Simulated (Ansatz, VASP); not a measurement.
## Os in VASP and in Ansatz

File INCAR:

```
PREC     = Accurate       # precision mode
ENCUT    = 520            # plane-wave cutoff, eV
EDIFF    = 1E-6           # SCF threshold, eV
ISMEAR   = 0              # smearing method
SIGMA    = 0.15           # smearing width, eV
LREAL    = F              # projectors in reciprocal space
LASPH    = T              # aspherical terms in the spheres
NELM     = 60             # most SCF steps
ALGO     = Fast           # electronic algorithm
ISIF     = 2              # what is computed and relaxed
LWAVE    = F              # write WAVECAR
LCHARG   = F              # write CHGCAR
GGA      = PS             # functional
NBANDS   = 15             # bands
```

File KPOINTS:

```
regular mesh
0
Gamma
  18 18 12
```

POSCAR

```
Os
1.0
    2.7340999755      0.0000000000      0.0000000000
   -1.3670499878      2.3678000353      0.0000000000
    0.0000000000      0.0000000000      4.3197000000
Os
2
Direct
    0.4557160276      0.7562570169      0.2500000000
    0.6666666667      0.3333333333      0.7500000000
```

Input for Ansatz:

```yaml
crystal:
  lattice:
    - [2.7340999755, 0.0, 0.0]
    - [-1.3670499878, 2.3678000353, 0.0]
    - [0.0, 0.0, 4.3197]
  atoms:
    - { symbol: Os, position: [0.4557160276, 0.7562570169, 0.25] }
    - { symbol: Os, position: [0.6666666667, 0.3333333333, 0.75] }
basis:
  ecutwfc: 420
kpoints:
  mp_grid: { grid: [18, 18, 12] }
hamiltonian:
  xc: pbesol
scf:
  occupations: { method: gaussian, width: 0.15 }
output:
  forces: true
  stress: true
  eigenvalues: true
```

Alike in both runs: task single point; functional PBEsol; k mesh 18 × 18 × 12; occupations gaussian, width 0.15 eV; no spin polarisation.

```csv
,VASP,Ansatz
version,VASP 6.6.1,Ansatz 0.2.0
potentials or method,"VASP PAW PBE potentials, release 64 (Os), cutoff 520 eV","scalar-relativistic, plane waves, PAW"
valence electrons in the cell,16,32
```

```csv
,VASP,Ansatz,Ansatz less VASP
gap on the k mesh at the Fermi level (eV),none,none,-
pressure (GPa),3.1,2.6,-0.48
"traceless stress, the component that is largest in VASP (GPa)",8.29,8.40,+0.112
rms of the force components (eV/Å),1.693,1.702,+0.0086
```

VASP's potentials were made for PBE, not for PBEsol. Atom by atom the forces differ by 0.009 eV/Å (rms over components). A gap of «none» marks a metal or a gap that the smearing closes. VASP's potentials hold 16 valence electrons a cell and Ansatz's 32, so a difference there can come from the potentials and not from the codes.

Spin-orbit coupling is off throughout.
